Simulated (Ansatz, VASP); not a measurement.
Ru in VASP and in Ansatz

```xyz
1
Lattice="-1.5020 1.5020 1.5020 1.5020 -1.5020 1.5020 1.5020 1.5020 -1.5020" Properties=species:S:1:pos:R:3 pbc="T T T"
Ru    0.0000    0.0000    0.0000
```

Alike in both runs: task relaxation of cell and atoms; functional r2SCAN; k mesh 15 × 15 × 15; occupations fermi-dirac, width 0.05 eV; collinear spin.

```csv
,VASP,Ansatz
version,VASP 6.6.1,Ansatz 0.2.0
potentials or method,"VASP PAW PBE potentials, release 64 (Ru_pv), cutoff 600 eV","plane waves (500 eV) with PAW, scalar-relativistic"
valence electrons in the cell,14,16
```

```tsv
	VASP	Ansatz	Ansatz less VASP
net moment per atom (μB)	0.00	1.26	+1.259
size of the moment on the site where the two differ most (μB)	0.00	1.26	+1.256
relaxed volume (Å³/atom)	13.99	14.40	+0.410
relaxed cell length with the largest relative difference (Å)	2.629	2.655	+0.0255
```

The net moments are unlike, so the other rows may belong to different states. VASP's potentials were made for PBE, not for r2SCAN. Site moments also hang on the region over which each program counts them. VASP's potentials hold 14 valence electrons a cell and Ansatz's 16, so a difference there can come from the potentials and not from the codes.
